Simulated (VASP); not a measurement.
# Bi (P6/mmm) in VASP: a series of runs

The runs below take Bi through single point, relaxation of cell and atoms, with PBEsol.

Everything below comes from runs of VASP 6.6.1. Logs are shortened: lines on timing, memory, paths and dates and some standing lists are left out, and cuts for length are marked.

### Step 1. The cell of the first run

Symmetry: P6/mmm, No. 191, hexagonal system. Conventional cell: a = 5.627 Å, b = 5.627 Å, c = 3.323 Å, α = 90.00°, β = 90.00°, γ = 120.00°. Bi (site symmetry 6/mmm) has 14 Bi at 3.32 to 3.65 Å within 4.4 Å. Within 4.3 Å of Bi (site symmetry -6m2) lie 11 Bi at 3.25 to 3.65 Å.

This isn't the form of Bi at room conditions, which is rhombohedral.

### Step 2. Single point, PBEsol

INCAR reads:

```
PREC     = Accurate       # precision mode
ENCUT    = 520            # plane-wave cutoff, eV
EDIFF    = 1E-6           # SCF threshold, eV
ISMEAR   = -1             # smearing method
SIGMA    = 0.1            # smearing width, eV
LREAL    = False          # projectors in reciprocal space
LASPH    = True           # aspherical terms in the spheres
NELM     = 60             # most SCF steps
ALGO     = Normal         # electronic algorithm
ISIF     = 2              # what is computed and relaxed
LWAVE    = False          # write WAVECAR
LCHARG   = False          # write CHGCAR
GGA      = PS             # functional
NBANDS   = 30             # bands
```

KPOINTS reads:

```
regular mesh
0
Gamma
  9 9 13
```

POSCAR reads:

```
Bi
1.0
    5.6270533777      0.0000000000      0.0000000000
   -2.8135266889      4.8731711736      0.0000000000
    0.0000000000      0.0000000000      3.3233371473
Bi
3
Direct
    0.0000000000      1.0000000000      0.0000000000
    0.3333333333      0.6666666667      0.5000000000
    0.6666666667      0.3333333333      0.5000000000
```

Potentials or basis: VASP PAW PBE potentials, release 64 (Bi_d).

On the command line:

```console
> cat potpaw_PBE.64/Bi_d/POTCAR > POTCAR
> mpirun -np 1 vasp_std > vasp.out
```

OUTCAR:

```text
PREC = Accurate
   ENCUT = 520
   EDIFF = 1E-6
   ISMEAR = -1
   LREAL = False
   LASPH = True
   NELM = 60
   ISIF = 2
   GGA = PS

 ion  position               nearest neighbor table
   1  0.000  0.000  0.000-   2 3.65   3 3.65   2 3.65   3 3.65   3 3.65   3 3.65   2 3.65   2 3.65
                             3 3.65   3 3.65   2 3.65   2 3.65
   2  0.333  0.667  0.500-   3 3.25   3 3.25   3 3.25   1 3.65   1 3.65   1 3.65   1 3.65   1 3.65
                             1 3.65
   3  0.667  0.333  0.500-   2 3.25   2 3.25   2 3.25   1 3.65   1 3.65   1 3.65   1 3.65   1 3.65
                             1 3.65

  LATTYP: Found a hexagonal cell.
 ALAT       =     5.6270533777
 C/A-ratio  =     0.5905998974

  Lattice vectors:

 A1 = (   5.6270533777,   0.0000000000,   0.0000000000)
 A2 = (  -2.8135266889,   4.8731711736,   0.0000000000)
 A3 = (   0.0000000000,   0.0000000000,   3.3233371473)

Analysis of symmetry for initial positions (statically):
=====================================================================
 Subroutine PRICEL returns:
 Original cell was already a primitive cell.

 Routine SETGRP: Setting up the symmetry group for a
 hexagonal supercell.

 Subroutine GETGRP returns: Found 24 space group operations
 (whereof 24 operations were pure point group operations)
 out of a pool of 24 trial point group operations.

The static configuration has the point symmetry D_6h.

Analysis of symmetry for dynamics (positions and initial velocities):
=====================================================================
 Subroutine PRICEL returns:
 Original cell was already a primitive cell.

 Routine SETGRP: Setting up the symmetry group for a
 hexagonal supercell.

 Subroutine GETGRP returns: Found 24 space group operations
 (whereof 24 operations were pure point group operations)
 out of a pool of 24 trial point group operations.

The dynamic configuration has the point symmetry D_6h.

 Subroutine INISYM returns: Found 24 space group operations
 (whereof 24 operations are pure point group operations),
 and found     1 'primitive' translations

----------------------------------------------------------------------------------------

                                     Primitive cell

  volume of cell :      91.1312

  direct lattice vectors                    reciprocal lattice vectors
     5.627053378  0.000000000  0.000000000     0.177712905  0.102602593  0.000000000
    -2.813526689  4.873171174  0.000000000     0.000000000  0.205205187  0.000000000
     0.000000000  0.000000000  3.323337147     0.000000000  0.000000000  0.300902363

  length of vectors
     5.627053378  5.627053378  3.323337147     0.205205187  0.205205187  0.300902363

  position of ions in fractional coordinates (direct lattice)
     0.000000000  0.000000000  0.000000000
     0.333333333  0.666666667  0.500000000
     0.666666667  0.333333333  0.500000000

  ion indices of the primitive-cell ions
   primitive index   ion index
                 1           1
                 2           2
                 3           3

----------------------------------------------------------------------------------------

 KPOINTS: regular mesh

Automatic generation of k-mesh.
 Grid dimensions read from file:
 generate k-points for:    9    9   13

 Generating k-lattice:

  Cartesian coordinates                     Fractional coordinates (reciprocal lattice)
     0.019745878  0.011400288  0.000000000     0.111111111 -0.000000000  0.000000000
     0.000000000  0.022800576  0.000000000     0.000000000  0.111111111  0.000000000
     0.000000000  0.000000000  0.023146336     0.000000000  0.000000000  0.076923077

  Length of vectors
     0.022800576  0.022800576  0.023146336

  Shift w.r.t. Gamma in fractional coordinates (k-lattice)
     0.000000000  0.000000000  0.000000000

 Subroutine IBZKPT returns following result:
 ===========================================

 Found     84 irreducible k-points:

 Following reciprocal coordinates:
            Coordinates               Weight
  0.000000  0.000000  0.000000      1.000000
  0.111111  0.000000  0.000000      6.000000
  0.222222 -0.000000  0.000000      6.000000
  0.333333  0.000000  0.000000      6.000000
  0.444444 -0.000000  0.000000      6.000000
  0.111111  0.111111  0.000000      6.000000
[... 16 lines left out ...]
  0.333333  0.222222  0.076923     24.000000
  0.333333  0.333333  0.076923      4.000000
 [... further k-points ...]
   k-points           NKPTS =     84   k-points in BZ     NKDIM =     84   number of bands    NBANDS=     30
   number of dos      NEDOS =    301   number of ions     NIONS =      3
   total plane-waves  NPLWV =  49392
   dimension x,y,z NGX =    42 NGY =   42 NGZ =   28
   dimension x,y,z NGXF=    84 NGYF=   84 NGZF=   56
   ions per type =               3
   NGX,Y,Z   is equivalent  to a cutoff of  12.41, 12.41, 14.01 a.u.
   NGXF,Y,Z  is equivalent  to a cutoff of  24.82, 24.82, 28.01 a.u.
 SYSTEM =  unknown system
   PREC   = accura    normal or accurate (medium, high low for compatibility)
   ISTART =      0    job   : 0-new  1-cont  2-samecut
   ICHARG =      2    charge: 1-file 2-atom 10-const
   ISPIN  =      1    spin polarized calculation?
   LNONCOLLINEAR =      F non collinear calculations
   LSORBIT =      F    spin-orbit coupling
   LASPH  =      T    aspherical Exc in radial PAW
   ENCUT  =  520.0 eV  38.22 Ry    6.18 a.u.  10.46 10.46  6.18*2*pi/ulx,y,z
   NELM   =     60;   NELMIN=  2; NELMDL= -5     # of ELM steps
   EDIFF  = 0.1E-05   stopping-criterion for ELM
   LREAL  =      F    real-space projection
   EDIFFG = 0.1E-04   stopping-criterion for IOM
   NSW    =      0    number of steps for IOM
   IBRION =     -1    ionic relax: 0-MD 1-quasi-New 2-CG
   NFREE  =      0    steps in history (QN), initial steepest desc. (CG)
   ISIF   =      2    stress and relaxation
   ISYM   =      2    0-nonsym 1-usesym 2-fastsym
   POTIM  = 0.5000    time-step for ionic-motion
   TEBEG  =    0.0;   TEEND  =   0.0 temperature during run
   PSTRESS=    0.0 pullay stress
   NELECT =      45.0000    total number of electrons
   NUPDOWN=      -1.0000    fix difference up-down
   EMIN   =  10.00;   EMAX   =-10.00  energy-range for DOS
   EFERMI =   0.00;   METHOD = LEGACY
   ISMEAR =    -1;   SIGMA  =   0.10  broadening in eV -4-tet -1-fermi 0-gaus
   EFERMI_NEDOS =   21; number of points for ismear=-14 and -15
   IALGO  =     38    algorithm
   IMIX   =      4    mixing-type and parameters
     AMIX     =   0.40;   BMIX     =  1.00
     AMIX_MAG =   1.60;   BMIX_MAG =  1.00
  volume/ion in A,a.u.               =      30.38       204.99
  Fermi-wavevector in a.u.,A,eV,Ry     =   1.293967  2.445244 22.780933  1.674351
  Thomas-Fermi vector in A             =   2.425580
   LORBIT       =      0    0 simple, 1 ext, 2 COOP (PROOUT), +10 PAW based schemes
   GGA     = PS    functional components
   LHFCALC =     F    Hartree Fock is set to
   AEXX    =    0.0000 exact exchange contribution
   IVDW    =     0    specifies the selected vdW correction
   LEPSILON=     F    determine dielectric tensor
   LRPA    =     F    only Hartree local field effects (RPA)
 non-spin polarized calculation
  energy-cutoff  :      520.00
  volume of cell :       91.13
 maximum number of plane-waves:      2490
 NGX is ok and might be reduce to    42
   NGX = 21   NGY = 21   NGZ = 13

 number of electron      44.9999997 magnetization

 Free energy of the ion-electron system (eV)
  ---------------------------------------------------
  ext. energy  EPLUGINS =         0.00000000
  ---------------------------------------------------
  free energy    TOTEN  =       -12.64256899 eV

  energy without entropy =      -12.57810449  energy(sigma->0) =      -12.61033674

 E-fermi :   8.0003     XC(G=0): -10.5465

 val. band max:        7.9883453317   @ k =   0.3333   0.2222   0.4615
 cond. band min:       8.0118522971   @ k =   0.2222  -0.0000   0.1538
 fundamental gap:      0.0235069654
 Fermi energy:         8.0002880067

 k-point     1 :       0.0000    0.0000    0.0000
  band No.  band energies     occupation
      1     -15.0227      2.00000
      2     -14.9362      2.00000
      3     -14.9042      2.00000
      4     -14.9004      2.00000
      5     -14.9004      2.00000
      6     -14.8184      2.00000
[... 22 lines left out ...]
     29      17.3862      0.00000
     30      18.2093      0.00000

 k-point     2 :       0.1111    0.0000    0.0000
  band No.  band energies     occupation
      1     -15.0209      2.00000
      2     -14.9367      2.00000
      3     -14.9231      2.00000
      4     -14.9070      2.00000
      5     -14.8847      2.00000
      6     -14.8255      2.00000
[... 22 lines left out ...]
     29      17.5968      0.00000
     30      17.7786      0.00000

 k-point     3 :       0.2222   -0.0000    0.0000
  band No.  band energies     occupation
      1     -15.0159      2.00000
      2     -14.9458      2.00000
      3     -14.9381      2.00000
      4     -14.9218      2.00000
      5     -14.8764      2.00000
      6     -14.8350      2.00000
[... 22 lines left out ...]
     29      16.7314      0.00000
     30      16.9684      0.00000

 k-point     4 :       0.3333    0.0000    0.0000
  band No.  band energies     occupation
      1     -15.0085      2.00000
      2     -14.9680      2.00000
      3     -14.9399      2.00000
      4     -14.9360      2.00000
      5     -14.8793      2.00000
      6     -14.8422      2.00000
[... 22 lines left out ...]
     29      15.6102      0.00000
     30      16.6616      0.00000

 k-point     5 :       0.4444   -0.0000    0.0000
  band No.  band energies     occupation
      1     -14.9990      2.00000
      2     -14.9858      2.00000
      3     -14.9442      2.00000
      4     -14.9413      2.00000
      5     -14.8827      2.00000
      6     -14.8460      2.00000
[... 22 lines left out ...]
     29      15.1538      0.00000
     30      15.8652      0.00000
[... 526 lines left out ...]
     29      15.7980      0.00000
     30      16.3168      0.00000

 k-point    22 :       0.2222    0.2222    0.0769
  band No.  band energies     occupation
      1     -14.9937      2.00000
      2     -14.9633      2.00000
      3     -14.9525      2.00000
      4     -14.9275      2.00000
      5     -14.8649      2.00000
      6     -14.8495      2.00000
[... 22 lines left out ...]
     29      15.7623      0.00000
     30      16.1404      0.00000

 k-point    23 :       0.3333    0.2222    0.0769
  band No.  band energies     occupation
      1     -14.9859      2.00000
      2     -14.9755      2.00000
      3     -14.9617      2.00000
      4     -14.9286      2.00000
      5     -14.8643      2.00000
      6     -14.8512      2.00000
[... 22 lines left out ...]
     29      15.3427      0.00000
     30      15.7510      0.00000

 k-point    24 :       0.3333    0.3333    0.0769
  band No.  band energies     occupation
      1     -14.9791      2.00000
      2     -14.9791      2.00000
      3     -14.9705      2.00000
      4     -14.9289      2.00000
      5     -14.8578      2.00000
      6     -14.8578      2.00000
[... 22 lines left out ...]
     29      14.8919      0.00000
     30      14.8919      0.00000

 [... further k-points ...]

------------------------ aborting loop because EDIFF is reached ----------------------------------------

  FORCE on cell =-STRESS in cart. coord.  units (eV):
  Direction    XX          YY          ZZ          XY          YZ          ZX
  --------------------------------------------------------------------------------------
  -------------------------------------------------------------------------------------
  Total       -0.0593346     -0.0593346      0.0842852      0.0000000      0.0000000     -0.0000000
  in kB       -1.0431607     -1.0431607      1.4818176      0.0000000      0.0000000     -0.0000000
  external PRESSURE =      -0.2015013 kB  Pullay stress =       0.0000000 kB

 VOLUME and BASIS-vectors are now :
 -----------------------------------------------------------------------------
  energy-cutoff  :      520.00
  volume of cell :       91.13
      direct lattice vectors                 reciprocal lattice vectors
     5.627053378  0.000000000  0.000000000     0.177712905  0.102602593  0.000000000
    -2.813526689  4.873171174  0.000000000     0.000000000  0.205205187  0.000000000
     0.000000000  0.000000000  3.323337147     0.000000000  0.000000000  0.300902363

 POSITION                                       TOTAL-FORCE (eV/Angst)
 -----------------------------------------------------------------------------------
      0.00000      0.00000      0.00000        -0.000000      0.000000     -0.000000
     -0.00000      3.24878      1.66167         0.000000      0.000000      0.000000
      2.81353      1.62439      1.66167        -0.000000     -0.000000     -0.000000
 -----------------------------------------------------------------------------------
    total drift:                                0.000000      0.000000     -0.000000

  FREE ENERGIE OF THE ION-ELECTRON SYSTEM (eV)
  ---------------------------------------------------
  free  energy   TOTEN  =       -12.6425689893 eV

  energy  without entropy=      -12.5781044876  energy(sigma->0) =      -12.61033674
```

Wall time 68 s (1 thread of Intel Xeon 6975P-C (Granite Rapids), shared host); peak memory 0.31 GiB.

What came out:

```yaml
Free_energy: -12.6426 eV
Pressure: 0.0 GPa
Band_gap_on_the_k_mesh: zero (an odd number of electrons rules out a gap without spin polarisation)
```

Stress tensor (GPa, compression positive):
```
-0.10  0.00  0.00
 0.00 -0.10  0.00
 0.00  0.00  0.15
```

Levels at points of the mesh, in eV from the Fermi level:
```csv
k point,band 20,band 21,band 22,band 23,band 24,band 25
"(0.00, 0.00, 0.00)",-3.56,-3.34,-3.34,1.79,5.19,5.19
```

Caveat: the PAW data sets were made with another functional, which shifts forces and pressure a little; spin-orbit coupling is left out, which moves the levels of the heavy elements.

### Step 3. Relaxation of cell and atoms, PBEsol

This run uses another cell than the first one, of 31.85 Å³/atom.

INCAR reads:

```
ALGO = Normal ; EDIFF = 1E-7
EDIFFG = -0.01 ; ENCUT = 600
GGA = PS ; IBRION = 2
ISIF = 3 ; ISMEAR = -1
LASPH = T ; LCHARG = F
LREAL = F ; LWAVE = F
NELM = 80 ; NSW = 80
PREC = Accurate ; SIGMA = 0.1
```

KPOINTS reads:

```
k-points
0
Gamma
  7 7 9
```

POSCAR reads:

```
Bi
1.0
    5.6460260353      0.0000000000      0.0000000000
   -2.8230130177      4.8896019770      0.0000000000
    0.0000000000      0.0000000000      3.4610139597
Bi
3
Direct
    0.0000000000      0.0000000000      0.0000000000
    0.3333333333      0.6666666667      0.5000000000
    0.6666666667      0.3333333333      0.5000000000
```

Potentials or basis: VASP PAW PBE potentials, release 64 (Bi_d).

On the command line:

```console
> cat potpaw_PBE.64/Bi_d/POTCAR > POTCAR
> mpirun -np 1 vasp_std > vasp.out
```

Wall time 4.1 min (1 thread of Intel Xeon 6975P-C (Granite Rapids), shared host); peak memory 0.3 GiB.

The run converged. Its results:

```yaml
Free_energy: -12.6484 eV
Relaxed_volume: 30.39 Å³/atom
Relaxed_cell: a = 5.628 Å, b = 5.628 Å, c = 3.323 Å, α = 90.00°, β = 90.00°, γ = 120.00°
Space_group_after_relaxing_to_0.1_Å: P6/mmm (No. 191)
Energy_gained_by_relaxing: 17.6 meV/atom
Ionic_steps: 8
Pressure_after_relaxing: 0.0 GPa
Band_gap_on_the_k_mesh: zero (an odd number of electrons rules out a gap without spin polarisation)
```

Step by step:
| step | energy change (eV) | largest force (eV/Å) | pressure (GPa) | volume (Å³) |
| --- | --- | --- | --- | --- |
| 1 | 0.0000 | 0.0000 | -2.49 | 95.55 |
| 2 | -0.0367 | 0.0000 | 1.53 | 88.85 |
| 3 | -0.0441 | 0.0000 | 0.24 | 90.69 |
| 4 | -0.0508 | 0.0000 | 0.21 | 90.78 |
| 5 | -0.0525 | 0.0000 | 0.21 | 90.83 |
| 6 | -0.0525 | 0.0000 | 0.21 | 90.83 |
| 7 | -0.0526 | 0.0000 | -0.17 | 91.41 |
| 8 | -0.0527 | 0.0000 | 0.01 | 91.16 |

Final structure:
```
Bi
1.0
     5.62807    0.00000    0.00000
    -2.81403    4.87405    0.00000
     0.00000    0.00000    3.32311
Bi
3
Direct
  0.00000 0.00000 0.00000
  0.33333 0.66667 0.50000
  0.66667 0.33333 0.50000
```

Levels at points of the mesh, in eV from the Fermi level:
```
           k point  band 20  band 21  band 22  band 23  band 24  band 25  band 26  band 27
(0.00, 0.00, 0.00)    -3.62    -3.39    -3.39     1.74     5.13     5.13     5.70     5.71
```

Caveat: the PAW data sets were made with another functional, which shifts forces and pressure a little; spin-orbit coupling is left out, which moves the levels of the heavy elements.
